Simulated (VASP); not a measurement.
A run of VASP 6.6.1:

File INCAR:

```
  PREC = Accurate
  ENCUT = 520
  EDIFF = 1E-7
  ISMEAR = 0
  SIGMA = 0.15
  LREAL = False
  LASPH = True
  NELM = 80
  ALGO = Normal
  ISIF = 2
  LWAVE = False
  LCHARG = False
  NBANDS = 16
```

Contents of KPOINTS:

```
regular mesh
0
Gamma
  16 16 8
```

The input POSCAR:

```
InSb
1.0
    3.0979817355      0.0000000000      0.0000000000
    0.0000000000      3.0979817355      0.0000000000
    0.0000000000      0.0000000000      6.5983912984
In Sb
1 1
Direct
    0.0000000000      0.0000000000      0.0000000000
    0.0000000000      0.0000000000      0.5000000000
```

Potentials or basis: VASP PAW LDA potentials, release 64 (In_d, Sb).

Launch:

```sh
$ cat potpaw_LDA.64/In_d/POTCAR potpaw_LDA.64/Sb/POTCAR > POTCAR
$ mpirun -np 1 vasp_std > vasp.out
```

Hardware: 1 thread of Intel Xeon 8259CL, on a shared host.

Task: Estimate the wall time of this run.

Result: Run time: 2.7 min on 1 thread of Intel Xeon 8259CL, with other jobs on the host, peak memory 0.34 GiB. Counts: scf iterations 12, k points 225.
